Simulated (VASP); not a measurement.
# Nb16N (a cell with a defect) in VASP: a series of runs

Runs on Nb16N (a cell with a defect). Level: PBE. Tasks: relaxation of the atoms, single point.

Program: VASP 6.6.1. These are calculated values, not measurements. Logs are shortened: lines on timing, memory, paths and dates and some standing lists are left out, and cuts for length are marked.

## 1. The cell of the first run

The cell holds a defect, 17 atoms: a = 6.617 Å, b = 6.617 Å, c = 6.617 Å, α = 90.00°, β = 90.00°, γ = 90.00°.

## 2. Relaxation of the atoms, PBE

Contents of INCAR:

```
PREC = Accurate ; ENCUT = 520
EDIFF = 1E-7 ; ISMEAR = 1
SIGMA = 0.1 ; LREAL = Auto
LASPH = True ; NELM = 80
ALGO = Normal ; ISIF = 2
LWAVE = False ; LCHARG = False
GGA = PE ; IBRION = 2
NSW = 90 ; EDIFFG = -0.02
KPAR = 4
```

Contents of KPOINTS:

```
regular mesh
0
Gamma
  3 3 3
```

Contents of POSCAR:

```
Nb16N
1.0
    6.6171497900      0.0000000000      0.0000000000
    0.0000000000      6.6171497900      0.0000000000
    0.0000000000      0.0000000000      6.6171497900
Nb N
16 1
Direct
    0.0000000000      0.0000000000      0.0000000000
    0.2500000000      0.2500000000      0.2500000000
    0.0000000000      0.0000000000      0.5000000000
    0.2500000000      0.2500000000      0.7500000000
    0.0000000000      0.5000000000      0.0000000000
    0.2500000000      0.7500000000      0.2500000000
    0.0000000000      0.5000000000      0.5000000000
    0.2500000000      0.7500000000      0.7500000000
    0.5000000000      0.0000000000      0.0000000000
    0.7500000000      0.2500000000      0.2500000000
    0.5000000000      0.0000000000      0.5000000000
    0.7500000000      0.2500000000      0.7500000000
    0.5000000000      0.5000000000      0.0000000000
    0.7500000000      0.7500000000      0.2500000000
    0.5000000000      0.5000000000      0.5000000000
    0.7500000000      0.7500000000      0.7500000000
    0.7500000000      0.5000000000      0.5000000000
```

Potentials or basis: VASP PAW PBE potentials, release 64 (Nb_sv, N).

Launch:

```console
$ cat potpaw_PBE.64/Nb_sv/POTCAR potpaw_PBE.64/N/POTCAR > POTCAR
$ mpirun -np 4 vasp_std > vasp.out
```

OUTCAR:

```text
PREC = Accurate
   ENCUT = 520
   EDIFF = 1E-7
   ISMEAR = 1
   LREAL = Auto
   LASPH = True
   NELM = 80
   ISIF = 2
   GGA = PE
   IBRION = 2
   NSW = 90
   EDIFFG = -0.02

 ion  position               nearest neighbor table
   1  0.000  0.000  0.000-   2 2.87   4 2.87   6 2.87   8 2.87  10 2.87  12 2.87  14 2.87  16 2.87

   2  0.250  0.250  0.250-   1 2.87   3 2.87   5 2.87   7 2.87   9 2.87  11 2.87  13 2.87  15 2.87

   3  0.000  0.000  0.500-   2 2.87   4 2.87   6 2.87   8 2.87  10 2.87  12 2.87  14 2.87  16 2.87
[... 21 lines left out ...]
  14  0.750  0.750  0.250-  17 2.34   3 2.87   5 2.87   7 2.87   9 2.87  11 2.87  13 2.87  15 2.87
                             1 2.87
  15  0.500  0.500  0.500-  17 1.65   4 2.87   6 2.87   8 2.87  10 2.87  12 2.87  14 2.87  16 2.87
                             2 2.87
  16  0.750  0.750  0.750-  17 2.34   3 2.87   5 2.87   7 2.87   9 2.87  11 2.87  13 2.87  15 2.87
                             1 2.87
  17  0.750  0.500  0.500-   7 1.65  15 1.65  12 2.34  14 2.34  10 2.34  16 2.34

  LATTYP: Found a simple cubic cell.
 ALAT       =     6.6171497900

  Lattice vectors:

 A1 = (   6.6171497900,   0.0000000000,   0.0000000000)
 A2 = (   0.0000000000,   6.6171497900,   0.0000000000)
 A3 = (   0.0000000000,   0.0000000000,   6.6171497900)

Analysis of symmetry for initial positions (statically):
=====================================================================
 Subroutine PRICEL returns:
 Original cell was already a primitive cell.

 Routine SETGRP: Setting up the symmetry group for a
 simple cubic supercell.

 Subroutine GETGRP returns: Found 16 space group operations
 (whereof  8 operations were pure point group operations)
 out of a pool of 48 trial point group operations.

The static configuration has the point symmetry C_4v.
 The point group associated with its full space group is D_4h.

Analysis of symmetry for dynamics (positions and initial velocities):
=====================================================================
 Subroutine PRICEL returns:
 Original cell was already a primitive cell.

 Routine SETGRP: Setting up the symmetry group for a
 simple cubic supercell.

 Subroutine GETGRP returns: Found 16 space group operations
 (whereof  8 operations were pure point group operations)
 out of a pool of 48 trial point group operations.

The dynamic configuration has the point symmetry C_4v.
 The point group associated with its full space group is D_4h.

 Subroutine INISYM returns: Found 16 space group operations
 (whereof  8 operations are pure point group operations),
 and found     1 'primitive' translations

----------------------------------------------------------------------------------------

                                     Primitive cell

  volume of cell :     289.7430

  direct lattice vectors                    reciprocal lattice vectors
     6.617149790  0.000000000  0.000000000     0.151122467  0.000000000  0.000000000
     0.000000000  6.617149790  0.000000000     0.000000000  0.151122467  0.000000000
     0.000000000  0.000000000  6.617149790     0.000000000  0.000000000  0.151122467

  length of vectors
     6.617149790  6.617149790  6.617149790     0.151122467  0.151122467  0.151122467

  position of ions in fractional coordinates (direct lattice)
     0.000000000  0.000000000  0.000000000
     0.250000000  0.250000000  0.250000000
     0.000000000  0.000000000  0.500000000
     0.250000000  0.250000000  0.750000000
     0.000000000  0.500000000  0.000000000
     0.250000000  0.750000000  0.250000000
[... 9 lines left out ...]
     0.750000000  0.750000000  0.750000000
     0.750000000  0.500000000  0.500000000

  ion indices of the primitive-cell ions
   primitive index   ion index
                 1           1
                 2           2
                 3           3
                 4           4
                 5           5
                 6           6
[... 9 lines left out ...]
                16          16
                17          17

----------------------------------------------------------------------------------------

 KPOINTS: regular mesh

Automatic generation of k-mesh.
 Grid dimensions read from file:
 generate k-points for:    3    3    3

 Generating k-lattice:

  Cartesian coordinates                     Fractional coordinates (reciprocal lattice)
     0.050374156  0.000000000  0.000000000     0.333333333  0.000000000  0.000000000
     0.000000000  0.050374156  0.000000000     0.000000000  0.333333333  0.000000000
     0.000000000  0.000000000  0.050374156     0.000000000  0.000000000  0.333333333

  Length of vectors
     0.050374156  0.050374156  0.050374156

  Shift w.r.t. Gamma in fractional coordinates (k-lattice)
     0.000000000  0.000000000  0.000000000

 Subroutine IBZKPT returns following result:
 ===========================================

 Found      6 irreducible k-points:

 Following reciprocal coordinates:
            Coordinates               Weight
  0.000000  0.000000  0.000000      1.000000
  0.333333  0.000000  0.000000      2.000000
  0.000000  0.333333  0.000000      4.000000
  0.333333  0.333333  0.000000      8.000000
  0.000000  0.333333  0.333333      4.000000
  0.333333  0.333333  0.333333      8.000000
   k-points           NKPTS =      6   k-points in BZ     NKDIM =      6   number of bands    NBANDS=    127
   number of dos      NEDOS =    301   number of ions     NIONS =     17
   total plane-waves  NPLWV = 125000
   dimension x,y,z NGX =    50 NGY =   50 NGZ =   50
   dimension x,y,z NGXF=   100 NGYF=  100 NGZF=  100
   ions per type =              16   1
   NGX,Y,Z   is equivalent  to a cutoff of  12.56, 12.56, 12.56 a.u.
   NGXF,Y,Z  is equivalent  to a cutoff of  25.12, 25.12, 25.12 a.u.
 SYSTEM =  unknown system
   PREC   = accura    normal or accurate (medium, high low for compatibility)
   ISTART =      0    job   : 0-new  1-cont  2-samecut
   ICHARG =      2    charge: 1-file 2-atom 10-const
   ISPIN  =      1    spin polarized calculation?
   LNONCOLLINEAR =      F non collinear calculations
   LSORBIT =      F    spin-orbit coupling
   LASPH  =      T    aspherical Exc in radial PAW
   ENCUT  =  520.0 eV  38.22 Ry    6.18 a.u.  12.30 12.30 12.30*2*pi/ulx,y,z
   NELM   =     80;   NELMIN=  2; NELMDL= -5     # of ELM steps
   EDIFF  = 0.1E-06   stopping-criterion for ELM
   LREAL  =      T    real-space projection
   EDIFFG = -.2E-01   stopping-criterion for IOM
   NSW    =     90    number of steps for IOM
   IBRION =      2    ionic relax: 0-MD 1-quasi-New 2-CG
   NFREE  =      1    steps in history (QN), initial steepest desc. (CG)
   ISIF   =      2    stress and relaxation
   ISYM   =      2    0-nonsym 1-usesym 2-fastsym
   POTIM  = 0.5000    time-step for ionic-motion
   TEBEG  =    0.0;   TEEND  =   0.0 temperature during run
   PSTRESS=    0.0 pullay stress
   NELECT =     213.0000    total number of electrons
   NUPDOWN=      -1.0000    fix difference up-down
   EMIN   =  10.00;   EMAX   =-10.00  energy-range for DOS
   EFERMI =   0.00;   METHOD = LEGACY
   ISMEAR =     1;   SIGMA  =   0.10  broadening in eV -4-tet -1-fermi 0-gaus
   EFERMI_NEDOS =   21; number of points for ismear=-14 and -15
   IALGO  =     38    algorithm
   IMIX   =      4    mixing-type and parameters
     AMIX     =   0.40;   BMIX     =  1.00
     AMIX_MAG =   1.60;   BMIX_MAG =  1.00
  volume/ion in A,a.u.               =      17.04       115.02
  Fermi-wavevector in a.u.,A,eV,Ry     =   1.477510  2.792089 29.702001  2.183036
  Thomas-Fermi vector in A             =   2.591905
   LORBIT       =      0    0 simple, 1 ext, 2 COOP (PROOUT), +10 PAW based schemes
   GGA     = PE    functional components
   LHFCALC =     F    Hartree Fock is set to
   AEXX    =    0.0000 exact exchange contribution
   IVDW    =     0    specifies the selected vdW correction
   LEPSILON=     F    determine dielectric tensor
   LRPA    =     F    only Hartree local field effects (RPA)
 conjugate gradient relaxation of ions
 non-spin polarized calculation
 Methfessel and Paxton  Order N= 1 SIGMA  =   0.10
  energy-cutoff  :      520.00
  volume of cell :      289.74
 maximum number of plane-waves:      7814
 NGX is ok and might be reduce to    50
   NGX = 25   NGY = 25   NGZ = 25

--------------------------------------- Ionic step        1  -------------------------------------------

 number of electron     213.0000023 magnetization

 Free energy of the ion-electron system (eV)
  ---------------------------------------------------
  ext. energy  EPLUGINS =         0.00000000
  ---------------------------------------------------
  free energy    TOTEN  =      -169.83179406 eV

  energy without entropy =     -169.83881345  energy(sigma->0) =     -169.83413386

------------------------ aborting loop because EDIFF is reached ----------------------------------------

  FORCE on cell =-STRESS in cart. coord.  units (eV):
  Direction    XX          YY          ZZ          XY          YZ          ZX
  --------------------------------------------------------------------------------------
  -------------------------------------------------------------------------------------
  Total       54.1490087      3.5155080      3.5155080     -0.0000000      0.0000000      0.0000000
  in kB      299.4250947     19.4395305     19.4395305     -0.0000000      0.0000000      0.0000000
  external PRESSURE =     112.7680519 kB  Pullay stress =       0.0000000 kB
[... 134 lines left out ...]
  FREE ENERGIE OF THE ION-ELECTRON SYSTEM (eV)
  ---------------------------------------------------
  free  energy   TOTEN  =      -173.3444508265 eV

  energy  without entropy=     -173.3581308062  energy(sigma->0) =     -173.34901082

[... ionic steps 4 to 8 ...]

--------------------------------------- Ionic step        9  -------------------------------------------

 number of electron     213.0000010 magnetization

------------------------ aborting loop because EDIFF is reached ----------------------------------------
[... 97 lines left out ...]
--------------------------------------- Ionic step       11  -------------------------------------------

 number of electron     213.0000009 magnetization

 Free energy of the ion-electron system (eV)
  ---------------------------------------------------
  ext. energy  EPLUGINS =         0.00000000
  ---------------------------------------------------
  free energy    TOTEN  =      -173.69787163 eV

  energy without entropy =     -173.71619366  energy(sigma->0) =     -173.70397898

 E-fermi :  11.4168     XC(G=0): -12.5864

 val. band max:       11.3802710435   @ k =   0.0000   0.3333   0.0000
 cond. band min:      11.4499345981   @ k =   0.3333   0.3333   0.0000
 fundamental gap:      0.0696635547
 Fermi energy:        11.4167866956

 k-point     1 :       0.0000    0.0000    0.0000
  band No.  band energies     occupation
      1     -43.1100      2.00000
      2     -43.0169      2.00000
      3     -43.0169      2.00000
      4     -42.9965      2.00000
      5     -42.9197      2.00000
      6     -42.8137      2.00000
[... 715 lines left out ...]
    117      13.5608      0.00000
    118      13.6163      0.00000
 [bands above 118 left out]

------------------------ aborting loop because EDIFF is reached ----------------------------------------

  FORCE on cell =-STRESS in cart. coord.  units (eV):
  Direction    XX          YY          ZZ          XY          YZ          ZX
  --------------------------------------------------------------------------------------
  -------------------------------------------------------------------------------------
  Total       18.6019988      2.6331417      2.6331417      0.0000000     -0.0000000     -0.0000000
  in kB      102.8625524     14.5603533     14.5603533      0.0000000     -0.0000000     -0.0000000
  external PRESSURE =      43.9944197 kB  Pullay stress =       0.0000000 kB
[... 32 lines left out ...]
  FREE ENERGIE OF THE ION-ELECTRON SYSTEM (eV)
  ---------------------------------------------------
  free  energy   TOTEN  =      -173.6978716349 eV

  energy  without entropy=     -173.7161936600  energy(sigma->0) =     -173.70397898

 reached required accuracy - stopping structural energy minimisation
```

It took 16 min on 4 MPI ranks of AMD EPYC 9R45 (Zen 5), shared host; peak memory 0.45 GiB.

What came out:

* Free energy: -173.6979 eV
* Energy gained by relaxing: 227.4 meV/atom
* Ionic steps: 11
* Pressure after relaxing: 4.4 GPa
* Largest force after relaxing: 0.011 eV/Å
* Band gap on the k mesh: zero (an odd number of electrons rules out a gap without spin polarisation)

Forces on the atoms (eV/Å):
```
Nb  -0.009  0.000  0.000
Nb   0.000  0.001  0.001
Nb   0.011  0.000  0.000
Nb   0.000  0.001 -0.001
Nb   0.011  0.000  0.000
Nb   0.000 -0.001  0.001
Nb   0.000  0.000  0.000
Nb   0.000 -0.001 -0.001
Nb   0.009  0.000  0.000
Nb   0.000 -0.007 -0.007
Nb  -0.011  0.000  0.000
Nb   0.000 -0.007  0.007
Nb  -0.011  0.000  0.000
Nb   0.000  0.007 -0.007
Nb   0.000  0.000  0.000
Nb   0.000  0.007  0.007
N    0.000  0.000  0.000
```

The path:
```tsv
step	energy change (eV)	largest force (eV/Å)	pressure (GPa)
1	0.0000	15.4498	11.28
2	4.6908	26.1851	12.93
3	-3.5127	2.5187	4.48
4	-3.6633	0.9338	4.65
5	-3.6772	0.8884	4.78
6	-3.8294	0.3326	4.48
7	-3.8536	0.3200	4.41
8	-3.8639	0.1836	4.33
9	-3.8639	0.1922	4.33
10	-3.8660	0.0408	4.41
11	-3.8661	0.0115	4.40
```

Final structure:
```
CELL_PARAMETERS angstrom
6.61715 0.00000 0.00000
0.00000 6.61715 0.00000
0.00000 0.00000 6.61715
ATOMIC_POSITIONS crystal
Nb 0.99644 0.00000 0.00000
Nb 0.25000 0.24247 0.24247
Nb 0.00125 0.00000 0.50000
Nb 0.25000 0.24247 0.75753
Nb 0.00125 0.50000 0.00000
Nb 0.25000 0.75753 0.24247
Nb 0.04351 0.50000 0.50000
Nb 0.25000 0.75753 0.75753
Nb 0.50356 0.00000 0.00000
Nb 0.75000 0.25530 0.25530
Nb 0.49875 0.00000 0.50000
Nb 0.75000 0.25530 0.74470
Nb 0.49875 0.50000 0.00000
Nb 0.75000 0.74470 0.25530
Nb 0.45649 0.50000 0.50000
Nb 0.75000 0.74470 0.74470
N 0.75000 0.50000 0.50000
```

## 3. Single point, PBE

Contents of INCAR:

```
SYSTEM = Nb16N
  ALGO = Normal
  EDIFF = 1E-7
  ENCUT = 520
  GGA = PE
  ISIF = 2
  ISMEAR = 1
  KPAR = 4
  LASPH = .True.
  LCHARG = .False.
  LREAL = Auto
  LWAVE = .False.
  NBANDS = 120
  NELM = 60
  PREC = Accurate
  SIGMA = 0.1
```

Contents of KPOINTS:

```
k-points
0
Gamma
  5 5 5
  0 0 0
```

Contents of POSCAR:

```
Nb16N
1.0
    6.6171497900      0.0000000000      0.0000000000
    0.0000000000      6.6171497900      0.0000000000
    0.0000000000      0.0000000000      6.6171497900
Nb N
16 1
Direct
   -0.0034348200     -0.0004307500     -0.0005588400
    0.2501811300      0.2420307600      0.2419240400
    0.0014701600     -0.0004322000      0.4994479600
    0.2501910000      0.2420347200      0.7569699000
    0.0015026500      0.4995645300     -0.0005509200
    0.2501711400      0.7571119400      0.2419244800
    0.0437238400      0.4995688700      0.4994467100
    0.2501810800      0.7571105300      0.7569753600
    0.5038011100     -0.0004349600     -0.0005496800
    0.7501844900      0.2548438100      0.2547093700
    0.4988902900     -0.0004343700      0.4994448000
    0.7501902200      0.2548481000      0.7441742500
    0.4988599700      0.4995718800     -0.0005484500
    0.7501788400      0.7442863800      0.2547079900
    0.4566489100      0.4995742200      0.4994424200
    0.7501850100      0.7442847200      0.7441799600
    0.7501846300      0.4995467400      0.4994389600
```

Potentials or basis: VASP PAW PBE potentials, release 64 (Nb_sv, N).

Launch:

```console
$ cat potpaw_PBE.64/Nb_sv/POTCAR potpaw_PBE.64/N/POTCAR > POTCAR
$ mpirun -np 4 vasp_std > vasp.out
```

It took 16 min on 4 MPI ranks of AMD EPYC 9R45 (Zen 5), shared host; peak memory 1.2 GiB.

The run converged. Its results:

```
Free energy            : -173.5626 eV
Pressure               : 4.9 GPa
Largest force          : 0.310 eV/Å
Band gap on the k mesh : zero (an odd number of electrons rules out a gap without spin polarisation)
```

Forces in eV/Å, atoms in the order of the input:
```
Nb   0.023  0.000  0.001
Nb   0.000 -0.218 -0.219
Nb  -0.008  0.000  0.000
Nb   0.000 -0.219  0.220
Nb  -0.010  0.000  0.000
Nb   0.000  0.218 -0.220
Nb   0.175  0.001  0.000
Nb   0.000  0.218  0.218
Nb  -0.023  0.001  0.000
Nb   0.000  0.093  0.094
Nb   0.009  0.000  0.000
Nb   0.000  0.093 -0.095
Nb   0.010  0.000  0.000
Nb   0.000 -0.094  0.094
Nb  -0.176  0.000  0.001
Nb   0.000 -0.094 -0.095
N    0.000  0.001  0.000
```

Stress tensor (GPa, compression positive):
```
10.15  0.00  0.00
 0.00  2.30  0.00
 0.00  0.00  2.30
```

Levels at points of the mesh, in eV from the Fermi level:
| k point | band 105 | band 106 | band 107 | band 108 | band 109 | band 110 |
| --- | --- | --- | --- | --- | --- | --- |
| (0.00, 0.00, 0.00) | 0.71 | 0.74 | 0.75 | 0.82 | 0.82 | 0.84 |

## 4. Single point, PBE

Changes to INCAR since step 3:

```diff
@@ -2,3 +2,3 @@
   ALGO = Normal
-  EDIFF = 1E-7
+  EDIFF = 1E-6
   ENCUT = 520
@@ -13,3 +13,3 @@
   NBANDS = 120
-  NELM = 60
+  NELM = 100
   PREC = Accurate
```

KPOINTS is that of step 3.

Contents of POSCAR:

```
Nb16N
1.0
    6.6171497900      0.0000000000      0.0000000000
    0.0000000000      6.6171497900      0.0000000000
    0.0000000000      0.0000000000      6.6171497900
Nb N
16 1
Direct
    0.0075937200     -0.0077766400     -0.0005780100
    0.2501632200      0.2495032000      0.2480832100
   -0.0048894300      0.0046900200      0.4994235700
    0.2502179500      0.2495413800      0.7508192400
    0.0075052300      0.5070115700     -0.0005164100
    0.2501466800      0.7495090000      0.2529910600
   -0.0050123200      0.4942434700      0.4994931300
    0.2502452200      0.7495428500      0.7458926600
    0.4928111200     -0.0077773500     -0.0005772500
    0.7501547300      0.2494239600      0.2058876800
    0.5053827900      0.0047087400      0.4994240500
    0.7502101900      0.2497383300      0.7930461500
    0.4927701300      0.5070046200     -0.0005286300
    0.7501386500      0.7494404600      0.2481590900
    0.5052800700      0.4942879600      0.4994832300
    0.7502335300      0.7496520600      0.7507201500
    0.7502246300      0.2493565200      0.4994684700
```

Launch:

```console
$ cat potpaw_PBE.64/Nb_sv/POTCAR potpaw_PBE.64/N/POTCAR > POTCAR
$ mpirun -np 4 vasp_std > vasp.out
```

It took 13 min on 4 MPI ranks of Intel Xeon 6975P-C (Granite Rapids), shared host; peak memory 1.2 GiB.

Results (log left out):

```yaml
Free_energy: -173.5608 eV
Pressure: 4.9 GPa
Largest_force: 0.328 eV/Å
Band_gap_on_the_k_mesh: zero (an odd number of electrons rules out a gap without spin polarisation)
```

Forces in eV/Å, atoms in the order of the input:
```
Nb   0.230 -0.233 -0.001
Nb   0.000  0.001  0.015
Nb  -0.108  0.102  0.002
Nb   0.000  0.003 -0.010
Nb   0.235  0.229 -0.001
Nb   0.002 -0.002 -0.021
Nb  -0.103 -0.099 -0.001
Nb  -0.003  0.001  0.020
Nb  -0.230 -0.233 -0.002
Nb   0.000  0.009 -0.156
Nb   0.104  0.102  0.002
Nb  -0.002 -0.010  0.151
Nb  -0.231  0.229 -0.001
Nb   0.001  0.006  0.010
Nb   0.108 -0.101 -0.001
Nb  -0.001 -0.007 -0.004
N   -0.001  0.005 -0.002
```

Stress tensor (GPa, compression positive):
```
 2.28  0.00  0.00
 0.00  2.29  0.00
 0.00  0.00 10.13
```

Levels at points of the mesh, in eV from the Fermi level:
```tsv
k point	band 105	band 106	band 107	band 108	band 109	band 110
(0.00, 0.00, 0.00)	0.70	0.75	0.75	0.82	0.82	0.84
```

(Continued in part 2 of 2.)

The gap in the log of VASP goes by the Fermi energy; the results here count the filled bands.